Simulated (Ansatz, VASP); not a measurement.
# Two plane-wave programs on BaF2

The input INCAR:

```
PREC = Accurate
ENCUT = 600
EDIFF = 1E-7
ISMEAR = 0
SIGMA = 0.02
LREAL = False
LASPH = True
NELM = 120
ALGO = Normal
ISIF = 3
LWAVE = False
LCHARG = False
GGA = PE
IBRION = 2
NSW = 80
EDIFFG = -0.01
GGA_COMPAT = False
NELMIN = 4
```

Contents of KPOINTS:

```
Automatic mesh
0
Gamma
  6 6 6
```

The input POSCAR:

```
BaF2
1.0
    0.0000000000      3.0496689019      3.0496689019
    3.0496689019      0.0000000000      3.0496689019
    3.0496689019      3.0496689019      0.0000000000
Ba F
1 2
Direct
    0.0000000000      0.0000000000      0.0000000000
    0.2500000000      0.2500000000      0.2500000000
    0.7500000000      0.7500000000      0.7500000000
```

Input for Ansatz:

```yaml
crystal:
  lattice:
    - [0.0, 3.0496689019, 3.0496689019]
    - [3.0496689019, 0.0, 3.0496689019]
    - [3.0496689019, 3.0496689019, 0.0]
  atoms:
    - { symbol: Ba, position: [0.0, 0.0, 0.0] }
    - { symbol: F, position: [0.25, 0.25, 0.25] }
    - { symbol: F, position: [0.75, 0.75, 0.75] }
basis:
  ecutwfc: 420
kpoints:
  mp_grid: { grid: [6, 6, 6] }
hamiltonian:
  xc: pbe
scf:
  occupations: { method: gaussian, width: 0.02 }
output:
  forces: true
  stress: true
  eigenvalues: true
relax:
  adjacent_minimum: "off"
  f_tol: 0.01
  max_steps: 60
  cell: { stress_tol: 0.1 }
```

Alike in both runs: task relaxation of cell and atoms; functional PBE; k mesh 6 × 6 × 6; occupations gaussian, width 0.02 eV; no spin polarisation.

|  | VASP | Ansatz |
| --- | --- | --- |
| version | VASP 6.6.1 | Ansatz 0.2.0 |
| potentials or method | VASP PAW PBE potentials, release 64 (Ba_sv, F), cutoff 600 eV | scalar-relativistic, plane waves, PAW |
| valence electrons in the cell | 24 | 24 |

```tsv
	VASP	Ansatz	Ansatz less VASP
gap on the k mesh at the Fermi level, each at its own relaxed structure (eV)	6.60	6.75	+0.156
relaxed volume (Å³/atom)	20.66	20.28	-0.381
relaxed cell length with the largest relative difference (Å)	4.442	4.415	-0.0275
```

Spin-orbit coupling is off throughout.
